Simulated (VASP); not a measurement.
# Ag (Fm-3m) in VASP: notebook, part 3 of 3

VASP 6.6.1. Earlier steps stand in the parts before.

**5. Single point, r2SCAN**

This run uses another cell than the first one, of 18.55 Å³/atom.

POSCAR

```
Ag
1.0
    0.0000000000      2.1011667129      2.1011667129
    2.1011667129      0.0000000000      2.1011667129
    2.1011667129      2.1011667129      0.0000000000
Ag
1
Direct
    0.0000000000      0.0000000000      0.0000000000
```

INCAR.step1

```
SYSTEM = Ag
  ALGO = Normal
  EDIFF = 1E-4
  ENCUT = 520
  GGA = PE
  ISMEAR = -1
  LASPH = .TRUE.
  LCHARG = .FALSE.
  LREAL = .FALSE.
  LWAVE = .TRUE.
  NBANDS = 12
  NELM = 80
  PREC = Accurate
  SIGMA = 0.1
```

INCAR.step2

```
SYSTEM = Ag
  ALGO = Normal
  EDIFF = 1E-6
  ENCUT = 520
  ISIF = 2
  ISMEAR = -1
  ISTART = 1
  LASPH = .TRUE.
  LCHARG = .FALSE.
  LMIXTAU = .TRUE.
  LREAL = .FALSE.
  LWAVE = .FALSE.
  METAGGA = R2SCAN
  NBANDS = 12
  NELM = 80
  PREC = Accurate
  SIGMA = 0.1
```

KPOINTS

```
k-points
0
G
  14 14 14
  0 0 0
```

Potentials or basis: VASP PAW PBE potentials, release 64 (Ag).

Run with:

```sh
$ cat potpaw_PBE.64/Ag/POTCAR > POTCAR
$ cp INCAR.step1 INCAR
$ mpirun -np 1 vasp_std > vasp.out
$ cp INCAR.step2 INCAR
$ mpirun -np 1 vasp_std > vasp.out
```

OUTCAR:

```text
SYSTEM = Ag
   EDIFF = 1E-6
   ENCUT = 520
   ISIF = 2
   ISMEAR = -1
   ISTART = 1
   LASPH = .TRUE.
   LREAL = .FALSE.
   METAGGA = R2SCAN
   NELM = 80
   PREC = Accurate

 ion  position               nearest neighbor table
   1  0.000  0.000  0.000-

  LATTYP: Found a face centered cubic cell.
 ALAT       =     4.2023334258

  Lattice vectors:

 A1 = (   0.0000000000,   2.1011667129,   2.1011667129)
 A2 = (   2.1011667129,   0.0000000000,   2.1011667129)
 A3 = (   2.1011667129,   2.1011667129,   0.0000000000)

Analysis of symmetry for initial positions (statically):
=====================================================================
 Subroutine PRICEL returns:
 Original cell was already a primitive cell.

 Routine SETGRP: Setting up the symmetry group for a
 face centered cubic supercell.

 Subroutine GETGRP returns: Found 48 space group operations
 (whereof 48 operations were pure point group operations)
 out of a pool of 48 trial point group operations.

The static configuration has the point symmetry O_h .

Analysis of symmetry for dynamics (positions and initial velocities):
=====================================================================
 Subroutine PRICEL returns:
 Original cell was already a primitive cell.

 Routine SETGRP: Setting up the symmetry group for a
 face centered cubic supercell.

 Subroutine GETGRP returns: Found 48 space group operations
 (whereof 48 operations were pure point group operations)
 out of a pool of 48 trial point group operations.

The dynamic configuration has the point symmetry O_h .

 Subroutine INISYM returns: Found 48 space group operations
 (whereof 48 operations are pure point group operations),
 and found     1 'primitive' translations

----------------------------------------------------------------------------------------

                                     Primitive cell

  volume of cell :      18.5529

  direct lattice vectors                    reciprocal lattice vectors
     0.000000000  2.101166713  2.101166713    -0.237963031  0.237963031  0.237963031
     2.101166713  0.000000000  2.101166713     0.237963031 -0.237963031  0.237963031
     2.101166713  2.101166713  0.000000000     0.237963031  0.237963031 -0.237963031

  length of vectors
     2.971498462  2.971498462  2.971498462     0.412164060  0.412164060  0.412164060

  position of ions in fractional coordinates (direct lattice)
     0.000000000  0.000000000  0.000000000

  ion indices of the primitive-cell ions
   primitive index   ion index
                 1           1

----------------------------------------------------------------------------------------

 KPOINTS: k-points

Automatic generation of k-mesh.
 Grid dimensions read from file:
 generate k-points for:   14   14   14

 Generating k-lattice:

  Cartesian coordinates                     Fractional coordinates (reciprocal lattice)
    -0.016997359  0.016997359  0.016997359     0.071428571  0.000000000  0.000000000
     0.016997359 -0.016997359  0.016997359     0.000000000  0.071428571  0.000000000
     0.016997359  0.016997359 -0.016997359     0.000000000  0.000000000  0.071428571

  Length of vectors
     0.029440290  0.029440290  0.029440290

  Shift w.r.t. Gamma in fractional coordinates (k-lattice)
     0.000000000  0.000000000  0.000000000

 Subroutine IBZKPT returns following result:
 ===========================================

 Found    104 irreducible k-points:

 Following reciprocal coordinates:
            Coordinates               Weight
  0.000000  0.000000  0.000000      1.000000
  0.071429  0.000000  0.000000      8.000000
  0.142857  0.000000  0.000000      8.000000
  0.214286  0.000000  0.000000      8.000000
  0.285714  0.000000  0.000000      8.000000
  0.357143  0.000000  0.000000      8.000000
[... 16 lines left out ...]
  0.214286  0.142857  0.000000     24.000000
  0.285714  0.142857  0.000000     24.000000
 [... further k-points ...]
   k-points           NKPTS =    104   k-points in BZ     NKDIM =    104   number of bands    NBANDS=     12
   number of dos      NEDOS =    301   number of ions     NIONS =      1
   total plane-waves  NPLWV =  13824
   dimension x,y,z NGX =    24 NGY =   24 NGZ =   24
   dimension x,y,z NGXF=    48 NGYF=   48 NGZF=   48
   ions per type =               1
   NGX,Y,Z   is equivalent  to a cutoff of  13.43, 13.43, 13.43 a.u.
   NGXF,Y,Z  is equivalent  to a cutoff of  26.85, 26.85, 26.85 a.u.
 SYSTEM =  Ag
   PREC   = accura    normal or accurate (medium, high low for compatibility)
   ISTART =      1    job   : 0-new  1-cont  2-samecut
   ICHARG =      0    charge: 1-file 2-atom 10-const
   ISPIN  =      1    spin polarized calculation?
   LNONCOLLINEAR =      F non collinear calculations
   LSORBIT =      F    spin-orbit coupling
   LASPH  =      T    aspherical Exc in radial PAW
   ENCUT  =  520.0 eV  38.22 Ry    6.18 a.u.   5.53  5.53  5.53*2*pi/ulx,y,z
   NELM   =     80;   NELMIN=  2; NELMDL=  0     # of ELM steps
   EDIFF  = 0.1E-05   stopping-criterion for ELM
   LREAL  =      F    real-space projection
   EDIFFG = 0.1E-04   stopping-criterion for IOM
   NSW    =      0    number of steps for IOM
   IBRION =     -1    ionic relax: 0-MD 1-quasi-New 2-CG
   NFREE  =      0    steps in history (QN), initial steepest desc. (CG)
   ISIF   =      2    stress and relaxation
   ISYM   =      2    0-nonsym 1-usesym 2-fastsym
   POTIM  = 0.5000    time-step for ionic-motion
   TEBEG  =    0.0;   TEEND  =   0.0 temperature during run
   PSTRESS=    0.0 pullay stress
   NELECT =      11.0000    total number of electrons
   NUPDOWN=      -1.0000    fix difference up-down
   EMIN   =  10.00;   EMAX   =-10.00  energy-range for DOS
   EFERMI =   0.00;   METHOD = LEGACY
   ISMEAR =    -1;   SIGMA  =   0.10  broadening in eV -4-tet -1-fermi 0-gaus
   EFERMI_NEDOS =   21; number of points for ismear=-14 and -15
   IALGO  =     38    algorithm
   IMIX   =      4    mixing-type and parameters
     AMIX     =   0.40;   BMIX     =  1.00
     AMIX_MAG =   1.60;   BMIX_MAG =  1.00
  volume/ion in A,a.u.               =      18.55       125.20
  Fermi-wavevector in a.u.,A,eV,Ry     =   1.375314  2.598967 25.735267  1.891489
  Thomas-Fermi vector in A             =   2.500661
   LORBIT       =      0    0 simple, 1 ext, 2 COOP (PROOUT), +10 PAW based schemes
   METAGGA = R2SCAN    functional components
   LHFCALC =     F    Hartree Fock is set to
   AEXX    =    0.0000 exact exchange contribution
   IVDW    =     0    specifies the selected vdW correction
   LEPSILON=     F    determine dielectric tensor
   LRPA    =     F    only Hartree local field effects (RPA)
 non-spin polarized calculation
  energy-cutoff  :      520.00
  volume of cell :       18.55
 maximum number of plane-waves:       531
 NGX is ok and might be reduce to    24
   NGX = 11   NGY = 11   NGZ = 11

 number of electron      11.0000002 magnetization

 Free energy of the ion-electron system (eV)
  ---------------------------------------------------
  ext. energy  EPLUGINS =         0.00000000
  ---------------------------------------------------
  free energy    TOTEN  =       -21.33765064 eV

  energy without entropy =      -21.32824984  energy(sigma->0) =      -21.33295024

 E-fermi :   7.2782     XC(G=0): -12.3899

 val. band max:        7.2731176637   @ k =   0.5000   0.2143   0.0714
 cond. band min:       7.2914871371   @ k =   0.5000   0.3571   0.1429
 fundamental gap:      0.0183694734
 Fermi energy:         7.2781556272

 k-point     1 :       0.0000    0.0000    0.0000
  band No.  band energies     occupation
      1      -0.0154      2.00000
      2       2.4729      2.00000
      3       2.4729      2.00000
      4       2.4729      2.00000
      5       3.3696      2.00000
      6       3.3696      2.00000
      7      23.7376      0.00000
      8      26.9329      0.00000
      9      26.9329      0.00000
     10      26.9329      0.00000
     11      31.7060      0.00000
     12      32.2462      0.00000
[... 331 lines left out ...]
 k-point    24 :       0.2857    0.1429    0.0000
  band No.  band energies     occupation
      1       1.5379      2.00000
      2       2.1662      2.00000
      3       2.6855      2.00000
      4       2.9105      2.00000
      5       3.7126      2.00000
      6       3.7814      2.00000
      7      19.0701      0.00000
      8      23.1688      0.00000
      9      23.7315      0.00000
     10      25.4882      0.00000
     11      28.5986      0.00000
     12      32.3258      0.00000

 [... further k-points ...]

------------------------ aborting loop because EDIFF is reached ----------------------------------------

  FORCE on cell =-STRESS in cart. coord.  units (eV):
  Direction    XX          YY          ZZ          XY          YZ          ZX
  --------------------------------------------------------------------------------------
  -------------------------------------------------------------------------------------
  Total       -0.6758777     -0.6758777     -0.6758777     -0.0000000      0.0000000      0.0000000
  in kB      -58.3669728    -58.3669728    -58.3669728     -0.0000000      0.0000000      0.0000000
  external PRESSURE =     -58.3669728 kB  Pullay stress =       0.0000000 kB

 VOLUME and BASIS-vectors are now :
 -----------------------------------------------------------------------------
  energy-cutoff  :      520.00
  volume of cell :       18.55
      direct lattice vectors                 reciprocal lattice vectors
     0.000000000  2.101166713  2.101166713    -0.237963031  0.237963031  0.237963031
     2.101166713  0.000000000  2.101166713     0.237963031 -0.237963031  0.237963031
     2.101166713  2.101166713  0.000000000     0.237963031  0.237963031 -0.237963031

 POSITION                                       TOTAL-FORCE (eV/Angst)
 -----------------------------------------------------------------------------------
      0.00000      0.00000      0.00000         0.000000     -0.000000     -0.000000
 -----------------------------------------------------------------------------------
    total drift:                               -0.000000      0.000000      0.000000

  FREE ENERGIE OF THE ION-ELECTRON SYSTEM (eV)
  ---------------------------------------------------
  free  energy   TOTEN  =       -21.3376506416 eV

  energy  without entropy=      -21.3282498393  energy(sigma->0) =      -21.33295024
```

Wall time 91 s (1 thread of Intel Xeon 8259CL, shared host); peak memory 0.16 GiB.

What came out:

| Quantity | Value |
| --- | --- |
| Free energy | -21.3377 eV |
| Pressure | -5.8 GPa |
| Band gap on the k mesh | zero (an odd number of electrons rules out a gap without spin polarisation) |

Levels at points of the mesh, in eV from the Fermi level:
| k point | band 4 | band 5 | band 6 | band 7 | band 8 | band 9 |
| --- | --- | --- | --- | --- | --- | --- |
| (0.00, 0.00, 0.00) | -4.81 | -3.91 | -3.91 | 16.46 | 19.65 | 19.65 |
| (0.50, 0.00, 0.00) | -3.20 | -3.20 | -0.06 | 3.29 | 15.69 | 17.72 |
| (0.50, 0.50, 0.00) | -3.02 | -3.02 | 1.85 | 6.36 | 10.72 | 10.72 |

Caveat: the cell stands under tension; the PAW data sets were made with another functional, which shifts forces and pressure a little.

**6. Single point, r2SCAN**

This run uses another cell than the first one, of 18.55 Å³/atom.

POSCAR is that of step 5.

INCAR.step1

```
  PREC = Accurate
  ENCUT = 520
  ISMEAR = -1
  SIGMA = 0.1
  LREAL = False
  LASPH = True
  NELM = 100
  NBANDS = 12
  GGA = PE
  ALGO = Normal
  EDIFF = 1E-4
  LWAVE = True
  LCHARG = False
```

INCAR.step2

```
  PREC = Accurate
  ENCUT = 520
  EDIFF = 1E-6
  ISMEAR = -1
  SIGMA = 0.1
  LREAL = False
  LASPH = True
  NELM = 100
  ALGO = Normal
  ISIF = 2
  LWAVE = False
  LCHARG = False
  METAGGA = R2SCAN
  LMIXTAU = True
  NBANDS = 12
  ISTART = 1
```

KPOINTS

```
Automatic mesh
0
Gamma
  14 14 14
```

Potentials or basis: VASP PAW PBE potentials, release 64 (Ag).

Run with:

```sh
$ cat potpaw_PBE.64/Ag/POTCAR > POTCAR
$ cp INCAR.step1 INCAR
$ mpirun -np 1 vasp_std > vasp.out
$ cp INCAR.step2 INCAR
$ mpirun -np 1 vasp_std > vasp.out
```

It took 87 s on 1 thread of Intel Xeon 8259CL, shared host; peak memory 0.16 GiB.

The run converged. Its results:

```
Free energy            : -21.3377 eV
Pressure               : -5.8 GPa
Band gap on the k mesh : zero (an odd number of electrons rules out a gap without spin polarisation)
```

Levels at points of the mesh, in eV from the Fermi level:
```csv
k point,band 4,band 5,band 6,band 7,band 8,band 9
"(0.00, 0.00, 0.00)",-4.81,-3.91,-3.91,16.46,19.65,19.65
"(0.50, 0.00, 0.00)",-3.20,-3.20,-0.06,3.29,15.69,17.72
"(0.50, 0.50, 0.00)",-3.02,-3.02,1.85,6.36,10.72,10.72
```

Caveat: the cell stands under tension; the PAW data sets were made with another functional, which shifts forces and pressure a little.

**7. Overview**

| cell | gap on the mesh (eV) | pressure (GPa) |
| --- | --- | --- |
| a = 2.913 Å, angles 60.0°, 1 atom | none | -1.0 |
| a = 2.943 Å, angles 60.0°, 1 atom | none | -3.7 |
| a = 2.971 Å, angles 60.0°, 1 atom | none | -5.8 |

Alike in all rows: task single point; level r2SCAN; potentials or basis VASP PAW PBE potentials, release 64 (Ag); no spin polarisation; k mesh 14 × 14 × 14; cutoff (eV) 520; smearing fermi-dirac 0.1 eV.

Caveats: the PAW data sets were made with another functional, which shifts forces and pressure a little; the cell stands under tension (at least some runs).

Absolute energies hang on the potentials; compare differences alone.
